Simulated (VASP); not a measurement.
Here is a VASP 6.6.1 calculation.

The input INCAR:

```
PREC     = Accurate       # precision mode
ENCUT    = 520            # plane-wave cutoff, eV
EDIFF    = 1E-7           # SCF threshold, eV
ISMEAR   = 0              # smearing method
SIGMA    = 0.05           # smearing width, eV
LREAL    = False          # projectors in reciprocal space
LASPH    = True           # aspherical terms in the spheres
NELM     = 150            # most SCF steps
ALGO     = Normal         # electronic algorithm
ISIF     = 2              # what is computed and relaxed
LWAVE    = False          # write WAVECAR
LCHARG   = False          # write CHGCAR
ISPIN    = 2              # spin polarisation
MAGMOM   = 2.8 0.31       # initial moments
LORBIT   = 11             # projections on sites
LMAXMIX  = 4              # l up to which the mixer works
LDAU     = True           # DFT+U
LDAUTYPE = 2            
LDAUL    = 2 -1           # shell
LDAUU    = 3.3 0          # U, eV
LDAUJ    = 0 0          
LDAUPRINT= 1            
NBANDS   = 18             # bands
```

File KPOINTS:

```
regular mesh
0
Gamma
  10 10 10
```

File POSCAR:

```
CoO
1.0
    0.0000000000      2.0874238993      2.0874238993
    2.0874238993      0.0000000000      2.0874238993
    2.0874238993      2.0874238993      0.0000000000
Co O
1 1
Direct
    0.0000000000      0.0000000000      0.0000000000
    0.5000000000      0.5000000000      0.5000000000
```

Potentials or basis: VASP PAW LDA potentials, release 64 (Co, O).

Launch:

```bash
$ cat potpaw_LDA.64/Co/POTCAR potpaw_LDA.64/O/POTCAR > POTCAR
$ mpirun -np 1 vasp_std > vasp.out
```

Question: Predict the band gap on the k mesh.

Answer: Zero (filled and empty bands overlap).

Question: Estimate the pressure.

Answer: -8.3 GPa.

Question: Predict the net moment.

Answer: 3.00 μB per cell.

Eigenvalues of the final occupation matrices:
```
    site  spin  trace               eigenvalues
site 1 d     1   4.94  0.97 0.97 0.97 1.02 1.02
site 1 d     2   2.29  0.17 0.17 0.65 0.65 0.65
```

Caveat: a cell with one magnetic atom can't hold antiferromagnetic order, which such compounds often take. The state reached can hang on the start; a lower one may exist.
